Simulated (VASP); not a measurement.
# Ta2N (P-3m1) in VASP: settings compared, part 3 of 3

VASP 6.6.1. The steps go on from the part before.

### Step 5. Single point, LDA

This run uses another cell than the first one, of 13.62 Å³/atom, 1.042 times its volume.

INCAR

```
PREC     = Accurate       # precision mode
ENCUT    = 520            # plane-wave cutoff, eV
EDIFF    = 1E-6           # SCF threshold, eV
ISMEAR   = -1             # smearing method
SIGMA    = 0.05           # smearing width, eV
LREAL    = F              # projectors in reciprocal space
LASPH    = T              # aspherical terms in the spheres
NELM     = 60             # most SCF steps
ALGO     = Normal         # electronic algorithm
ISIF     = 2              # what is computed and relaxed
LWAVE    = F              # write WAVECAR
LCHARG   = T              # write CHGCAR
LELF     = T              # ELF
LVHAR    = T            
NBANDS   = 20             # bands
```

KPOINTS

```
Automatic mesh
0
Gamma
  10 10 6
```

POSCAR

```
Ta2N
1.0
    3.1128615060      0.0000000000      0.0000000000
   -1.5564307530      2.6958171426      0.0000000000
    0.0000000000      0.0000000000      4.8698410000
Ta N
2 1
Direct
    0.3333333333      0.6666666667      0.2547110000
    0.6666666667      0.3333333333      0.7452890000
    0.0000000000      0.0000000000      0.0000000000
```

Potentials or basis: VASP PAW LDA potentials, release 64 (Ta_pv, N).

The run is started by

```console
cat potpaw_LDA.64/Ta_pv/POTCAR potpaw_LDA.64/N/POTCAR > POTCAR
mpirun -np 1 vasp_std > vasp.out
```

OUTCAR:

```text
PREC = Accurate
   ENCUT = 520
   EDIFF = 1E-6
   ISMEAR = -1
   LREAL = F
   LASPH = T
   NELM = 60
   ISIF = 2

 ion  position               nearest neighbor table
   1  0.333  0.667  0.255-   3 2.18   3 2.18   3 2.18   2 2.99   2 2.99   2 2.99   2 3.06   2 3.06
                             2 3.06
   2  0.667  0.333  0.745-   3 2.18   3 2.18   3 2.18   1 2.99   1 2.99   1 2.99   1 3.06   1 3.06
                             1 3.06
   3  0.000  0.000  0.000-   1 2.18   2 2.18   1 2.18   2 2.18   2 2.18   1 2.18

  LATTYP: Found a hexagonal cell.
 ALAT       =     3.1128615060
 C/A-ratio  =     1.5644258476
[... 739 lines left out ...]
     19      11.8574      0.00000
     20      12.6701      0.00000

 [... further k-points ...]
[... 5 lines left out ...]
  --------------------------------------------------------------------------------------
  -------------------------------------------------------------------------------------
  Total       -3.3846172     -3.3846172     -3.3517025      0.0000000      0.0000000      0.0000000
  in kB     -132.6951740   -132.6951740   -131.4047403      0.0000000      0.0000000      0.0000000
  external PRESSURE =    -132.2650294 kB  Pullay stress =       0.0000000 kB

 VOLUME and BASIS-vectors are now :
 -----------------------------------------------------------------------------
  energy-cutoff  :      520.00
  volume of cell :       40.87
      direct lattice vectors                 reciprocal lattice vectors
     3.112861506  0.000000000  0.000000000     0.321247829  0.185472520  0.000000000
    -1.556430753  2.695817143  0.000000000     0.000000000  0.370945041  0.000000000
     0.000000000  0.000000000  4.869841000     0.000000000  0.000000000  0.205345513

 POSITION                                       TOTAL-FORCE (eV/Angst)
 -----------------------------------------------------------------------------------
     -0.00000      1.79721      1.24040         0.000000      0.000000     -0.404764
      1.55643      0.89861      3.62944        -0.000000      0.000000      0.404764
      0.00000      0.00000      0.00000         0.000000      0.000000      0.000000
 -----------------------------------------------------------------------------------
    total drift:                               -0.000000      0.000000      0.000000

  FREE ENERGIE OF THE ION-ELECTRON SYSTEM (eV)
  ---------------------------------------------------
  free  energy   TOTEN  =       -37.5762164935 eV

  energy  without entropy=      -37.5624428800  energy(sigma->0) =      -37.56932969
```

stdout:

```text
POSCAR found type information on POSCAR TaN
 POSCAR found :  2 types and       3 ions
 scaLAPACK will be used
 LDA part: xc-table for (Slater(with rela. corr.)+CA(PZ))
 , standard interpolation
 POSCAR, INCAR and KPOINTS ok, starting setup
 FFT: planning ... GRIDC
 FFT: planning ... GRID_SOFT
 FFT: planning ... GRID
 WAVECAR not read
 entering main loop
```

Run time: 31 s. Hardware: 1 thread of Intel Xeon Platinum 8559C (Emerald Rapids), shared host; peak memory 0.17 GiB.

What came out:

```yaml
Free_energy: -37.5762 eV
Pressure: -13.2 GPa
Largest_force: 0.405 eV/Å
```

Forces on the atoms (eV/Å):
```
Ta   0.000  0.000 -0.405
Ta   0.000  0.000  0.405
N    0.000  0.000  0.000
```

Levels at points of the mesh, in eV from the Fermi level:
```
           k point  band 10  band 11  band 12  band 13  band 14  band 15  band 16  band 17
(0.00, 0.00, 0.00)    -5.99    -4.78    -0.66    -0.25    -0.25     0.25     0.25     0.33
(0.50, 0.00, 0.00)    -6.30    -4.50    -2.52    -1.28     1.76     1.89     3.69     3.94
(0.00, 0.00, 0.50)    -6.17    -2.81    -2.53    -1.13    -1.13     1.80     2.05     2.25
(0.50, 0.00, 0.50)    -6.03    -3.24    -2.05    -2.03    -0.23     0.71     3.24     3.51
```

Caveat: spin-orbit coupling is left out, which moves the levels of the heavy elements.

### Step 6. Single point, LDA

This run uses another cell than the first one, of 13.89 Å³/atom, 1.063 times its volume.

INCAR

```
SYSTEM = Ta2N
PREC = Accurate ; ENCUT = 520
EDIFF = 1E-6 ; ISMEAR = -1
SIGMA = 0.05 ; LREAL = .False.
LASPH = .True. ; NELM = 80
ALGO = Normal ; ISIF = 2
LWAVE = .False. ; LCHARG = .False.
GGA = CA ; NBANDS = 20
```

KPOINTS

```
Automatic mesh
0
Gamma
  10 10 6
  0 0 0
```

POSCAR

```
Ta2N
1.0
    3.1334770837      0.0000000000      0.0000000000
   -1.5667385418      2.7136707566      0.0000000000
    0.0000000000      0.0000000000      4.9020925425
Ta N
2 1
Direct
    0.3333333333      0.6666666667      0.2547110000
    0.6666666667      0.3333333333      0.7452890000
    0.0000000000      0.0000000000      0.0000000000
```

Potentials or basis: VASP PAW LDA potentials, release 64 (Ta_pv, N).

The run is started by

```console
cat potpaw_LDA.64/Ta_pv/POTCAR potpaw_LDA.64/N/POTCAR > POTCAR
mpirun -np 1 vasp_std > vasp.out
```

Wall time 28 s (1 thread of Intel Xeon Platinum 8559C (Emerald Rapids), shared host); peak memory 0.17 GiB.

The run converged. Its results:

```
Free energy   : -37.4965 eV
Pressure      : -18.1 GPa
Largest force : 0.509 eV/Å
```

Forces on the atoms (eV/Å):
```
Ta   0.000  0.000 -0.509
Ta   0.000  0.000  0.509
N    0.000  0.000  0.000
```

Levels at points of the mesh, in eV from the Fermi level:
```
           k point  band 10  band 11  band 12  band 13  band 14  band 15  band 16  band 17
(0.00, 0.00, 0.00)    -5.89    -4.78    -0.65    -0.25    -0.25     0.24     0.24     0.32
(0.50, 0.00, 0.00)    -6.20    -4.39    -2.49    -1.29     1.71     1.83     3.58     3.83
(0.00, 0.00, 0.50)    -6.06    -2.76    -2.52    -1.10    -1.10     1.76     1.93     2.19
(0.50, 0.00, 0.50)    -5.94    -3.17    -2.04    -2.03    -0.22     0.69     3.15     3.41
```

Caveat: spin-orbit coupling is left out, which moves the levels of the heavy elements.

### Step 7. Overview

```csv
level,potentials or basis,cell,gap on the mesh (eV),pressure (GPa),largest force (eV/Å)
LDA,"VASP PAW LDA potentials, release 64 (Ta_pv, N)","a = 3.071, b = 3.071, c = 4.804 Å, angles 90.0, 90.0, 120.0°, 3 atoms",none,-1.7,0.16
LDA,"VASP PAW LDA potentials, release 64 (Ta_pv, N)","a = 3.092, b = 3.092, c = 4.837 Å, angles 90.0, 90.0, 120.0°, 3 atoms",none,-7.8,0.29
PBEsol,"VASP PAW PBE potentials, release 64 (Ta_pv, N)","a = 3.092, b = 3.092, c = 4.837 Å, angles 90.0, 90.0, 120.0°, 3 atoms",none,-3.0,0.13
LDA,"VASP PAW LDA potentials, release 64 (Ta_pv, N)","a = 3.113, b = 3.113, c = 4.870 Å, angles 90.0, 90.0, 120.0°, 3 atoms",none,-13.2,0.40
LDA,"VASP PAW LDA potentials, release 64 (Ta_pv, N)","a = 3.133, b = 3.133, c = 4.902 Å, angles 90.0, 90.0, 120.0°, 3 atoms",none,-18.1,0.51
```

Alike in all rows: task single point; no spin polarisation; k mesh 10 × 10 × 6; cutoff (eV) 520; smearing fermi-dirac 0.05 eV.

Caveats: spin-orbit coupling is left out, which moves the levels of the heavy elements; the PAW data sets were made with another functional, which shifts forces and pressure a little (some runs).

Absolute energies hang on the potentials; compare differences alone.
